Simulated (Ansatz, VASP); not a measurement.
**Al2Cu in VASP and in Ansatz**

```
Al Cu
1.0
    -2.93660    2.93660    2.29310
     2.93660   -2.93660    2.29310
     2.93660    2.93660   -2.29310
Al Cu
4 2
Direct
  0.15932 0.65932 0.81864
  0.65932 0.84068 0.50000
  0.84068 0.34068 0.18136
  0.34068 0.15932 0.50000
  0.75000 0.75000 0.00000
  0.25000 0.25000 0.00000
```

Alike in both runs: task single point; functional PBEsol; k mesh 10 × 10 × 10; occupations gaussian, width 0.15 eV; no spin polarisation.

```csv
,VASP,Ansatz
version,VASP 6.6.1,Ansatz 0.2.0
potentials or method,"VASP PAW PBE potentials, release 64 (Al, Cu), cutoff 520 eV","scalar-relativistic, plane waves, PAW"
valence electrons in the cell,34,50
```

Ansatz gave:

```
gap on the k mesh at the Fermi level (eV)                     : none
pressure (GPa)                                                : 12.5
traceless stress, the component that is largest in VASP (GPa) : 4.01
rms of the force components (eV/Å)                            : 0.093
```

**Question.** Estimate VASP's values.

**Answer.** gap on the k mesh at the Fermi level (eV): none; pressure (GPa): 12.8; traceless stress, the component that is largest in VASP (GPa): 4.03; rms of the force components (eV/Å): 0.093.

VASP's potentials were made for PBE, not for PBEsol, and Ansatz warns of the same on its side. Atom by atom the forces differ by 0.001 eV/Å (rms over components). A gap of «none» marks a metal or a gap that the smearing closes. VASP's potentials hold 34 valence electrons a cell and Ansatz's 50, so a difference there can come from the potentials and not from the codes.
